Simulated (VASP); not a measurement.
# TaI3 (Pm-3m) in VASP: further runs

Runs on TaI3. Level: PBE. Tasks: single point.

All numbers are computed with VASP 6.6.1; they aren't measurements. Logs are shortened: lines on timing, memory, paths and dates and some standing lists are left out, and cuts for length are marked.

## 1. The cell of the first run

The structure is cubic, space group Pm-3m (No. 221). Conventional cell: a = 5.592 Å, b = 5.592 Å, c = 5.592 Å, α = 90.00°, β = 90.00°, γ = 90.00°. Within 3.7 Å of Ta (site symmetry m-3m) lie 6 I at 2.80 Å. I (site symmetry 4/mmm) has 2 Ta at 2.80 Å within 3.7 Å.

## 2. Single point, PBE

Contents of INCAR:

```
SYSTEM = TaI3
PREC = Accurate ; ENCUT = 520
EDIFF = 1E-6 ; ISMEAR = 0
SIGMA = 0.05 ; LREAL = .False.
LASPH = .True. ; NELM = 80
ALGO = Normal ; ISIF = 2
LWAVE = .False. ; LCHARG = .False.
GGA = PE ; NBANDS = 24
```

Contents of KPOINTS:

```
Automatic mesh
0
Gamma
  6 6 6
  0 0 0
```

Contents of POSCAR:

```
TaI3
1.0
    5.5923770448      0.0000000000      0.0000000000
    0.0000000000      5.5923770448      0.0000000000
    0.0000000000      0.0000000000      5.5923770448
Ta I
1 3
Direct
    0.0000000000      0.0000000000      0.0000000000
    0.5000000000      0.0000000000      0.0000000000
    0.0000000000      0.0000000000      0.5000000000
    0.0000000000      0.5000000000      0.0000000000
```

Potentials or basis: VASP PAW PBE potentials, release 64 (Ta_pv, I).

Launch:

```bash
$ cat potpaw_PBE.64/Ta_pv/POTCAR potpaw_PBE.64/I/POTCAR > POTCAR
$ mpirun -np 1 vasp_std > vasp.out
```

OUTCAR:

```text
SYSTEM = TaI3
   PREC = Accurate
   ENCUT = 520
   EDIFF = 1E-6
   ISMEAR = 0
   LREAL = .False.
   LASPH = .True.
   NELM = 80
   ISIF = 2
   GGA = PE

 ion  position               nearest neighbor table
   1  0.000  0.000  0.000-   2 2.80   3 2.80   4 2.80   3 2.80   4 2.80   2 2.80
   2  0.500  0.000  0.000-   1 2.80   1 2.80
   3  0.000  0.000  0.500-   1 2.80   1 2.80
   4  0.000  0.500  0.000-   1 2.80   1 2.80

  LATTYP: Found a simple cubic cell.
 ALAT       =     5.5923770448

  Lattice vectors:

 A1 = (   5.5923770448,   0.0000000000,   0.0000000000)
 A2 = (   0.0000000000,   5.5923770448,   0.0000000000)
 A3 = (   0.0000000000,   0.0000000000,   5.5923770448)

Analysis of symmetry for initial positions (statically):
=====================================================================
 Subroutine PRICEL returns:
 Original cell was already a primitive cell.

 Routine SETGRP: Setting up the symmetry group for a
 simple cubic supercell.

 Subroutine GETGRP returns: Found 48 space group operations
 (whereof 48 operations were pure point group operations)
 out of a pool of 48 trial point group operations.

The static configuration has the point symmetry O_h .

Analysis of symmetry for dynamics (positions and initial velocities):
=====================================================================
 Subroutine PRICEL returns:
 Original cell was already a primitive cell.

 Routine SETGRP: Setting up the symmetry group for a
 simple cubic supercell.

 Subroutine GETGRP returns: Found 48 space group operations
 (whereof 48 operations were pure point group operations)
 out of a pool of 48 trial point group operations.

The dynamic configuration has the point symmetry O_h .

 Subroutine INISYM returns: Found 48 space group operations
 (whereof 48 operations are pure point group operations),
 and found     1 'primitive' translations

----------------------------------------------------------------------------------------

                                     Primitive cell

  volume of cell :     174.8998

  direct lattice vectors                    reciprocal lattice vectors
     5.592377045  0.000000000  0.000000000     0.178814839  0.000000000  0.000000000
     0.000000000  5.592377045  0.000000000     0.000000000  0.178814839  0.000000000
     0.000000000  0.000000000  5.592377045     0.000000000  0.000000000  0.178814839

  length of vectors
     5.592377045  5.592377045  5.592377045     0.178814839  0.178814839  0.178814839

  position of ions in fractional coordinates (direct lattice)
     0.000000000  0.000000000  0.000000000
     0.500000000  0.000000000  0.000000000
     0.000000000  0.000000000  0.500000000
     0.000000000  0.500000000  0.000000000

  ion indices of the primitive-cell ions
   primitive index   ion index
                 1           1
                 2           2
                 3           3
                 4           4

----------------------------------------------------------------------------------------

 KPOINTS: Automatic mesh

Automatic generation of k-mesh.
 Grid dimensions read from file:
 generate k-points for:    6    6    6

 Generating k-lattice:

  Cartesian coordinates                     Fractional coordinates (reciprocal lattice)
     0.029802473  0.000000000  0.000000000     0.166666667  0.000000000  0.000000000
     0.000000000  0.029802473  0.000000000     0.000000000  0.166666667  0.000000000
     0.000000000  0.000000000  0.029802473     0.000000000  0.000000000  0.166666667

  Length of vectors
     0.029802473  0.029802473  0.029802473

  Shift w.r.t. Gamma in fractional coordinates (k-lattice)
     0.000000000  0.000000000  0.000000000

 Subroutine IBZKPT returns following result:
 ===========================================

 Found     20 irreducible k-points:

 Following reciprocal coordinates:
            Coordinates               Weight
  0.000000  0.000000  0.000000      1.000000
  0.166667  0.000000  0.000000      6.000000
  0.333333  0.000000  0.000000      6.000000
  0.500000  0.000000  0.000000      3.000000
  0.166667  0.166667  0.000000     12.000000
  0.333333  0.166667  0.000000     24.000000
[... 12 lines left out ...]
  0.500000  0.500000  0.333333      6.000000
  0.500000  0.500000  0.500000      1.000000
   k-points           NKPTS =     20   k-points in BZ     NKDIM =     20   number of bands    NBANDS=     24
   number of dos      NEDOS =    301   number of ions     NIONS =      4
   total plane-waves  NPLWV =  74088
   dimension x,y,z NGX =    42 NGY =   42 NGZ =   42
   dimension x,y,z NGXF=    84 NGYF=   84 NGZF=   84
   ions per type =               1   3
   NGX,Y,Z   is equivalent  to a cutoff of  12.49, 12.49, 12.49 a.u.
   NGXF,Y,Z  is equivalent  to a cutoff of  24.97, 24.97, 24.97 a.u.
 SYSTEM =  TaI3
   PREC   = accura    normal or accurate (medium, high low for compatibility)
   ISTART =      0    job   : 0-new  1-cont  2-samecut
   ICHARG =      2    charge: 1-file 2-atom 10-const
   ISPIN  =      1    spin polarized calculation?
   LNONCOLLINEAR =      F non collinear calculations
   LSORBIT =      F    spin-orbit coupling
   LASPH  =      T    aspherical Exc in radial PAW
   ENCUT  =  520.0 eV  38.22 Ry    6.18 a.u.  10.40 10.40 10.40*2*pi/ulx,y,z
   NELM   =     80;   NELMIN=  2; NELMDL= -5     # of ELM steps
   EDIFF  = 0.1E-05   stopping-criterion for ELM
   LREAL  =      F    real-space projection
   EDIFFG = 0.1E-04   stopping-criterion for IOM
   NSW    =      0    number of steps for IOM
   IBRION =     -1    ionic relax: 0-MD 1-quasi-New 2-CG
   NFREE  =      0    steps in history (QN), initial steepest desc. (CG)
   ISIF   =      2    stress and relaxation
   ISYM   =      2    0-nonsym 1-usesym 2-fastsym
   POTIM  = 0.5000    time-step for ionic-motion
   TEBEG  =    0.0;   TEEND  =   0.0 temperature during run
   PSTRESS=    0.0 pullay stress
   NELECT =      32.0000    total number of electrons
   NUPDOWN=      -1.0000    fix difference up-down
   EMIN   =  10.00;   EMAX   =-10.00  energy-range for DOS
   EFERMI =   0.00;   METHOD = LEGACY
   ISMEAR =     0;   SIGMA  =   0.05  broadening in eV -4-tet -1-fermi 0-gaus
   EFERMI_NEDOS =   21; number of points for ismear=-14 and -15
   IALGO  =     38    algorithm
   IMIX   =      4    mixing-type and parameters
     AMIX     =   0.40;   BMIX     =  1.00
     AMIX_MAG =   1.60;   BMIX_MAG =  1.00
  volume/ion in A,a.u.               =      43.72       295.07
  Fermi-wavevector in a.u.,A,eV,Ry     =   0.929384  1.756281 11.752087  0.863754
  Thomas-Fermi vector in A             =   2.055661
   LORBIT       =      0    0 simple, 1 ext, 2 COOP (PROOUT), +10 PAW based schemes
   GGA     = PE    functional components
   LHFCALC =     F    Hartree Fock is set to
   AEXX    =    0.0000 exact exchange contribution
   IVDW    =     0    specifies the selected vdW correction
   LEPSILON=     F    determine dielectric tensor
   LRPA    =     F    only Hartree local field effects (RPA)
 non-spin polarized calculation
 Gauss-broadening in eV      SIGMA  =   0.05
  energy-cutoff  :      520.00
  volume of cell :      174.90
 maximum number of plane-waves:      4752
 NGX is ok and might be reduce to    42
   NGX = 21   NGY = 21   NGZ = 21

 number of electron      32.0000001 magnetization

 Free energy of the ion-electron system (eV)
  ---------------------------------------------------
  ext. energy  EPLUGINS =         0.00000000
  ---------------------------------------------------
  free energy    TOTEN  =       -16.12448672 eV

  energy without entropy =      -16.10694362  energy(sigma->0) =      -16.11571517

 E-fermi :   3.1640     XC(G=0):  -7.5246

 val. band max:        3.1388933523   @ k =   0.3333   0.3333   0.1667
 cond. band min:       3.1692027946   @ k =   0.3333   0.3333   0.0000
 fundamental gap:      0.0303094423
 Fermi energy:         3.1640425382

 k-point     1 :       0.0000    0.0000    0.0000
  band No.  band energies     occupation
      1     -32.9722      2.00000
      2     -32.9722      2.00000
      3     -32.9722      2.00000
      4     -11.3418      2.00000
      5     -10.4100      2.00000
      6     -10.4100      2.00000
[... 16 lines left out ...]
     23       7.9231      0.00000
     24       7.9231      0.00000

 k-point     2 :       0.1667    0.0000    0.0000
  band No.  band energies     occupation
      1     -32.9721      2.00000
      2     -32.9721      2.00000
      3     -32.9720      2.00000
      4     -11.2810      2.00000
      5     -10.4247      2.00000
      6     -10.4081      2.00000
[... 16 lines left out ...]
     23       8.0086      0.00000
     24       8.2745      0.00000

 k-point     3 :       0.3333    0.0000    0.0000
  band No.  band energies     occupation
      1     -32.9721      2.00000
      2     -32.9721      2.00000
      3     -32.9717      2.00000
      4     -11.1447      2.00000
      5     -10.4653      2.00000
      6     -10.4046      2.00000
[... 16 lines left out ...]
     23       8.2518      0.00000
     24       9.2074      0.00000

 k-point     4 :       0.5000    0.0000    0.0000
  band No.  band energies     occupation
      1     -32.9721      2.00000
      2     -32.9721      2.00000
      3     -32.9716      2.00000
      4     -11.0653      2.00000
      5     -10.4951      2.00000
      6     -10.4028      2.00000
[... 16 lines left out ...]
     23       8.8888      0.00000
     24       9.6899      0.00000

 k-point     5 :       0.1667    0.1667    0.0000
  band No.  band energies     occupation
      1     -32.9721      2.00000
      2     -32.9720      2.00000
      3     -32.9720      2.00000
      4     -11.2193      2.00000
      5     -10.4287      2.00000
      6     -10.4152      2.00000
[... 16 lines left out ...]
     23       8.2241      0.00000
     24       8.4570      0.00000

 k-point     6 :       0.3333    0.1667    0.0000
  band No.  band energies     occupation
      1     -32.9721      2.00000
      2     -32.9719      2.00000
      3     -32.9717      2.00000
      4     -11.0809      2.00000
      5     -10.4630      2.00000
      6     -10.4146      2.00000
[... 16 lines left out ...]
     23       8.3961      0.00000
     24       9.0581      0.00000
[... 271 lines left out ...]
 k-point    17 :       0.3333    0.3333    0.3333
  band No.  band energies     occupation
      1     -32.9715      2.00000
      2     -32.9715      2.00000
      3     -32.9715      2.00000
      4     -10.7267      2.00000
      5     -10.4552      2.00000
      6     -10.4552      2.00000
[... 16 lines left out ...]
     23       8.5459      0.00000
     24       8.8686      0.00000

 k-point    18 :       0.5000    0.3333    0.3333
  band No.  band energies     occupation
      1     -32.9715      2.00000
      2     -32.9715      2.00000
      3     -32.9714      2.00000
      4     -10.6373      2.00000
      5     -10.4742      2.00000
      6     -10.4521      2.00000
[... 16 lines left out ...]
     23       8.2244      0.00000
     24       8.6233      0.00000

 k-point    19 :       0.5000    0.5000    0.3333
  band No.  band energies     occupation
      1     -32.9715      2.00000
      2     -32.9714      2.00000
      3     -32.9714      2.00000
      4     -10.5439      2.00000
      5     -10.4707      2.00000
      6     -10.4707      2.00000
[... 16 lines left out ...]
     23       7.8036      0.00000
     24       8.2777      0.00000

 k-point    20 :       0.5000    0.5000    0.5000
  band No.  band energies     occupation
      1     -32.9713      2.00000
      2     -32.9713      2.00000
      3     -32.9713      2.00000
      4     -10.4672      2.00000
      5     -10.4672      2.00000
      6     -10.4672      2.00000
[... 16 lines left out ...]
     23       7.8120      0.00000
     24       7.8120      0.00000

------------------------ aborting loop because EDIFF is reached ----------------------------------------

  FORCE on cell =-STRESS in cart. coord.  units (eV):
  Direction    XX          YY          ZZ          XY          YZ          ZX
  --------------------------------------------------------------------------------------
  -------------------------------------------------------------------------------------
  Total       -0.0263740     -0.0263740     -0.0263740     -0.0000000      0.0000000     -0.0000000
  in kB       -0.2416003     -0.2416003     -0.2416003     -0.0000000      0.0000000     -0.0000000
  external PRESSURE =      -0.2416003 kB  Pullay stress =       0.0000000 kB

 VOLUME and BASIS-vectors are now :
 -----------------------------------------------------------------------------
  energy-cutoff  :      520.00
  volume of cell :      174.90
      direct lattice vectors                 reciprocal lattice vectors
     5.592377045  0.000000000  0.000000000     0.178814839  0.000000000  0.000000000
     0.000000000  5.592377045  0.000000000     0.000000000  0.178814839  0.000000000
     0.000000000  0.000000000  5.592377045     0.000000000  0.000000000  0.178814839

 POSITION                                       TOTAL-FORCE (eV/Angst)
 -----------------------------------------------------------------------------------
      0.00000      0.00000      0.00000         0.000000      0.000000      0.000000
      2.79619      0.00000      0.00000         0.000000      0.000000      0.000000
      0.00000      0.00000      2.79619         0.000000      0.000000      0.000000
      0.00000      2.79619      0.00000         0.000000      0.000000      0.000000
 -----------------------------------------------------------------------------------
    total drift:                               -0.000000     -0.000000     -0.000000

  FREE ENERGIE OF THE ION-ELECTRON SYSTEM (eV)
  ---------------------------------------------------
  free  energy   TOTEN  =       -16.1244867234 eV

  energy  without entropy=      -16.1069436177  energy(sigma->0) =      -16.11571517
```

It took 42 s on 1 thread of Intel Xeon 6975P-C (Granite Rapids), shared host; peak memory 0.29 GiB.

Results:

```yaml
Free_energy: -16.1245 eV
Pressure: 0.0 GPa
Band_gap_on_the_k_mesh: zero (bands 16 and 17 overlap by 2.00 eV)
```

Caveat: spin-orbit coupling is left out, which moves the levels of the heavy elements.

## 3. Single point, PBE, collinear spin (43.72 Å³/atom)

Contents of INCAR:

```
SYSTEM = TaI3
  ALGO = Normal
  EDIFF = 1E-6
  ENCUT = 520
  GGA = PE
  ISIF = 2
  ISMEAR = 0
  ISPIN = 2
  LASPH = .True.
  LCHARG = .False.
  LMAXMIX = 4
  LORBIT = 11
  LREAL = .False.
  LWAVE = .False.
  MAGMOM = 0.34 0 0 0
  NBANDS = 28
  NELM = 150
  PREC = Accurate
  SIGMA = 0.05
```

Contents of KPOINTS:

```
k-points
0
Gamma
  6 6 6
  0 0 0
```

POSCAR is that of step 2.

Potentials or basis: VASP PAW PBE potentials, release 64 (Ta_pv, I).

Launch:

```bash
$ cat potpaw_PBE.64/Ta_pv/POTCAR potpaw_PBE.64/I/POTCAR > POTCAR
$ mpirun -np 1 vasp_std > vasp.out
```

OUTCAR:

```text
SYSTEM = TaI3
   EDIFF = 1E-6
   ENCUT = 520
   GGA = PE
   ISIF = 2
   ISMEAR = 0
   ISPIN = 2
   LASPH = .True.
   LORBIT = 11
   LREAL = .False.
   NELM = 150
   PREC = Accurate

 ion  position               nearest neighbor table
   1  0.000  0.000  0.000-   2 2.80   3 2.80   4 2.80   3 2.80   4 2.80   2 2.80
   2  0.500  0.000  0.000-   1 2.80   1 2.80
   3  0.000  0.000  0.500-   1 2.80   1 2.80
   4  0.000  0.500  0.000-   1 2.80   1 2.80

  LATTYP: Found a simple cubic cell.
 ALAT       =     5.5923770448

  Lattice vectors:

 A1 = (   5.5923770448,   0.0000000000,   0.0000000000)
 A2 = (   0.0000000000,   5.5923770448,   0.0000000000)
 A3 = (   0.0000000000,   0.0000000000,   5.5923770448)

Analysis of symmetry for initial positions (statically):
=====================================================================
 Subroutine PRICEL returns:
 Original cell was already a primitive cell.

 Routine SETGRP: Setting up the symmetry group for a
 simple cubic supercell.

[... 1433 lines left out ...]

  FORCE on cell =-STRESS in cart. coord.  units (eV):
  Direction    XX          YY          ZZ          XY          YZ          ZX
  --------------------------------------------------------------------------------------
  -------------------------------------------------------------------------------------
  Total       -0.0070955     -0.0070955     -0.0070955      0.0000000     -0.0000000     -0.0000000
  in kB       -0.0649991     -0.0649991     -0.0649991      0.0000000     -0.0000000     -0.0000000
  external PRESSURE =      -0.0649991 kB  Pullay stress =       0.0000000 kB

 VOLUME and BASIS-vectors are now :
 -----------------------------------------------------------------------------
  energy-cutoff  :      520.00
  volume of cell :      174.90
      direct lattice vectors                 reciprocal lattice vectors
     5.592377045  0.000000000  0.000000000     0.178814839  0.000000000  0.000000000
     0.000000000  5.592377045  0.000000000     0.000000000  0.178814839  0.000000000
     0.000000000  0.000000000  5.592377045     0.000000000  0.000000000  0.178814839

 POSITION                                       TOTAL-FORCE (eV/Angst)
 -----------------------------------------------------------------------------------
      0.00000      0.00000      0.00000         0.000000      0.000000      0.000000
      2.79619      0.00000      0.00000         0.000000      0.000000      0.000000
      0.00000      0.00000      2.79619         0.000000      0.000000      0.000000
      0.00000      2.79619      0.00000         0.000000      0.000000      0.000000
 -----------------------------------------------------------------------------------
    total drift:                               -0.000000     -0.000000     -0.000000

  FREE ENERGIE OF THE ION-ELECTRON SYSTEM (eV)
  ---------------------------------------------------
  free  energy   TOTEN  =       -16.1456433120 eV

  energy  without entropy=      -16.1348797850  energy(sigma->0) =      -16.14026155

 total charge

# of ion       s       p       d       tot
------------------------------------------
    1        0.237   6.084   2.338   8.659
    2        1.496   2.799   0.034   4.329
    3        1.496   2.799   0.034   4.329
    4        1.496   2.799   0.034   4.329
--------------------------------------------------
tot          4.725  14.481   2.439  21.646

 magnetization (x)

# of ion       s       p       d       tot
------------------------------------------
    1        0.005   0.002   0.321   0.329
    2        0.000   0.008   0.003   0.012
    3        0.000   0.008   0.003   0.012
    4        0.000   0.008   0.003   0.012
--------------------------------------------------
tot          0.007   0.027   0.330   0.363
```

stdout:

```text
POSCAR found type information on POSCAR TaI
 POSCAR found :  2 types and       4 ions
 scaLAPACK will be used
 LDA part: xc-table for (Slater+PW92), standard interpolation
 POSCAR, INCAR and KPOINTS ok, starting setup
 FFT: planning ... GRIDC
 FFT: planning ... GRID_SOFT
 FFT: planning ... GRID
 WAVECAR not read
 entering main loop
```

It took 1.7 min on 1 thread of Intel Xeon 6975P-C (Granite Rapids), shared host; peak memory 0.38 GiB.

What came out:

```
Free energy                                           : -16.1456 eV
Pressure                                              : 0.0 GPa
Net moment                                            : 0.50 μB per cell
Site moments                                          : Ta +0.33; I +0.01 μB
Valence electrons inside the program's atomic spheres : Ta 8.66; I 4.33
```

Caveat: spin-orbit coupling is left out, which moves the levels of the heavy elements.

[end of part 1 of 2]
